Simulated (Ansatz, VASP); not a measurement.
Cs2MnWF6: VASP beside Ansatz

Contents of INCAR:

```
SYSTEM = Cs2MnWF6
ALGO = Normal ; EDIFF = 1E-6
ENCUT = 520 ; GGA = PE
ISIF = 2 ; ISMEAR = 1
LASPH = .True. ; LCHARG = .True.
LELF = .True. ; LREAL = .False.
LVHAR = .True. ; LWAVE = .False.
NBANDS = 54 ; NELM = 80
PREC = Accurate ; SIGMA = 0.0868
```

The input KPOINTS:

```
k-points
0
Gamma
  7 7 7
  0 0 0
```

POSCAR

```
Cs2MnWF6
1.0
    0.0000000000      4.4386950000      4.4386950000
    4.4386950000      0.0000000000      4.4386950000
    4.4386950000      4.4386950000      0.0000000000
Mn W Cs F
1 1 2 6
Direct
    0.0000000000      0.0000000000      0.0000000000
    0.5000000000      0.5000000000      0.5000000000
    0.2500000000      0.2500000000      0.2500000000
    0.7500000000      0.7500000000      0.7500000000
    0.2130000000      0.2130000000      0.7870000000
    0.7870000000      0.7870000000      0.2130000000
    0.7870000000      0.2130000000      0.2130000000
    0.2130000000      0.7870000000      0.7870000000
    0.2130000000      0.7870000000      0.2130000000
    0.7870000000      0.2130000000      0.7870000000
```

Input for Ansatz:

```yaml
crystal:
  lattice:
    - [0.0, 4.438695, 4.438695]
    - [4.438695, 0.0, 4.438695]
    - [4.438695, 4.438695, 0.0]
  atoms:
    - { symbol: Mn, position: [0.0, 0.0, 0.0] }
    - { symbol: W, position: [0.5, 0.5, 0.5] }
    - { symbol: Cs, position: [0.25, 0.25, 0.25] }
    - { symbol: Cs, position: [0.75, 0.75, 0.75] }
    - { symbol: F, position: [0.213, 0.213, 0.787] }
    - { symbol: F, position: [0.787, 0.787, 0.213] }
    - { symbol: F, position: [0.787, 0.213, 0.213] }
    - { symbol: F, position: [0.213, 0.787, 0.787] }
    - { symbol: F, position: [0.213, 0.787, 0.213] }
    - { symbol: F, position: [0.787, 0.213, 0.787] }
  symmetry: { tolerance: 0.0003 }
kpoints:
  mp_grid: { grid: [7, 7, 7], shift: [0, 0, 0] }
  band_path:
    path:
      - [0.0, 0.0, 0.0]
      - [0.5, 0.0, 0.5]
      - [0.625, 0.25, 0.625]
      - [0.375, 0.375, 0.75]
      - [0.0, 0.0, 0.0]
      - [0.5, 0.5, 0.5]
      - [0.5, 0.25, 0.75]
      - [0.5, 0.0, 0.5]
    npoints: 8
magnetization:
  spin_polarized: false
scf:
  occupations: { method: methfessel_paxton, width: 0.0868 }
  lower_state_search: "off"
  max_iter: 200
hamiltonian:
  pseudopotentials: { kind: paw }
  xc: pbe
basis:
  ecutwfc: 420
  fft_grid_basis: typed
output:
  forces: true
  stress: true
  eigenvalues: true
  bader: true
  populations: true
  elf: true
  write_potential: true
  volumetric_format: npy
  dos:
    e_range: [-12, 8]
    de: 0.05
    projected: { site_lists: { Cs: [Cs], F: [F], Mn: [Mn], W: [W] } }
checkpoint:
  read: saved_state
```

Alike in both runs: task single point; functional PBE; k mesh 7 × 7 × 7; occupations methfessel-paxton of order 1, width 0.0868 eV; no spin polarisation.

|  | VASP | Ansatz |
| --- | --- | --- |
| version | VASP 6.6.1 | Ansatz 0.2.0 |
| potentials or method | VASP PAW PBE potentials, release 64 (Mn_pv, W_sv, Cs_sv, F), cutoff 520 eV | PAW plane waves |
| valence electrons in the cell | 87 | 89 |

|  | VASP | Ansatz | Ansatz less VASP |
| --- | --- | --- | --- |
| pressure (GPa) | -1.3 | -1.6 | -0.27 |
| rms of the force components (eV/Å) | 0.917 | 0.870 | -0.0469 |

Atom by atom the forces differ by 0.047 eV/Å (rms over components). The functional is the same, so the differences come from potentials, cutoffs and numerics. VASP's potentials hold 87 valence electrons a cell and Ansatz's 89, so a difference there can come from the potentials and not from the codes.

Neither program's run includes spin-orbit coupling.
